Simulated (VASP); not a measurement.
Here is a VASP 6.6.1 calculation.

Contents of INCAR:

```
SYSTEM = SnGe2N2
PREC     = Accurate       ! precision mode
ENCUT    = 520            ! plane-wave cutoff, eV
EDIFF    = 1E-6           ! SCF threshold, eV
ISMEAR   = 0              ! smearing method
SIGMA    = 0.15           ! smearing width, eV
LREAL    = .False.        ! projectors in reciprocal space
LASPH    = .True.         ! aspherical terms in the spheres
NELM     = 100            ! most SCF steps
ALGO     = Normal         ! electronic algorithm
ISIF     = 2              ! what is computed and relaxed
LWAVE    = .False.        ! write WAVECAR
LCHARG   = .False.        ! write CHGCAR
GGA      = PE             ! functional
NBANDS   = 34             ! bands
```

Contents of KPOINTS:

```
Automatic mesh
0
Gamma
  4 4 4
  0 0 0
```

File POSCAR:

```
SnGe2N2
1.0
    1.5625840679      0.9021583342     11.8819057276
   -1.5625840679      0.9021583342     11.8819057276
    0.0000000000     -1.8043166625     11.8819057280
Sn Ge N
1 2 2
Direct
    0.0000000000      0.0000000000      0.0000000000
    0.4644401077      0.4644401077      0.4644401077
    0.5355598923      0.5355598923      0.5355598923
    0.7802555156      0.7802555156      0.7802555156
    0.2197444844      0.2197444844      0.2197444844
```

Potentials or basis: VASP PAW PBE potentials, release 64 (Sn_d, Ge_d, N).

Run with:

```sh
$ cat potpaw_PBE.64/Sn_d/POTCAR potpaw_PBE.64/Ge_d/POTCAR potpaw_PBE.64/N/POTCAR > POTCAR
$ mpirun -np 1 vasp_std > vasp.out
```

(1) Estimate the largest force.

(2) Predict the band gap on the k mesh.

## Answers

(1) 0.042 eV/Å.

(2) 0.14 eV (least direct gap 0.82 eV).

Caveat: the k points lie up to 0.58 Å⁻¹ apart; semilocal functionals underestimate gaps, and a narrow one can read as zero; spin-orbit coupling is left out, which moves the levels of the heavy elements.
